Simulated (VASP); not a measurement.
Set up this calculation in VASP 6.6.1, as the native input.

```
Task                   : single point
Functional             : PBE
Potentials or basis    : VASP PAW PBE potentials, release 64 (Ti_sv, B)
Cutoff                 : 520 eV
k mesh                 : 4 × 4 × 4
Occupations            : fermi-dirac, width 0.1 eV
Spin                   : no spin polarisation
Dipole correction      : no
Further INCAR settings : ALGO = Normal; EDIFF = 1e-06; NBANDS = 16
```

The structure of TiB2 lies in POSCAR:

```
TiB2
1.0
    3.0292000000      0.0000000000      0.0000000000
   -1.5146000000      2.6233641500      0.0000000000
    0.0000000000      0.0000000000      3.2284000000
Ti B
1 2
Direct
    0.0000000000      0.0000000000      0.0000000000
    0.3333333346      0.6666666692      0.5000000000
    0.6666666673      0.3333333346      0.5000000000
```

One way to write it, as run:

INCAR

```
SYSTEM = TiB2
  ALGO = Normal
  EDIFF = 1E-6
  ENCUT = 520
  GGA = PE
  ISIF = 2
  ISMEAR = -1
  LASPH = .TRUE.
  LCHARG = .TRUE.
  LELF = .TRUE.
  LREAL = .FALSE.
  LVHAR = .TRUE.
  LWAVE = .FALSE.
  NBANDS = 16
  NELM = 100
  PREC = Accurate
  SIGMA = 0.1
```

KPOINTS

```
k-points
0
G
  4 4 4
  0 0 0
```

Potentials or basis: VASP PAW PBE potentials, release 64 (Ti_sv, B).

The run is started by

```bash
$ cat potpaw_PBE.64/Ti_sv/POTCAR potpaw_PBE.64/B/POTCAR > POTCAR
$ mpirun -np 1 vasp_std > vasp.out
```

Results of the run:

```yaml
Pressure: 0.5 GPa
Band_gap_on_the_k_mesh: zero (band 9 reaches 10.38 eV, above the bottom of band 10 at 9.82 eV)
```

Caveat: the k points lie up to 0.60 Å⁻¹ apart.

Wall time 4.2 s on 1 thread of Intel(R) Xeon(R) Platinum 8375C CPU @ 2.90GHz (Ice Lake) (shared host), peak memory 0.13 GiB.
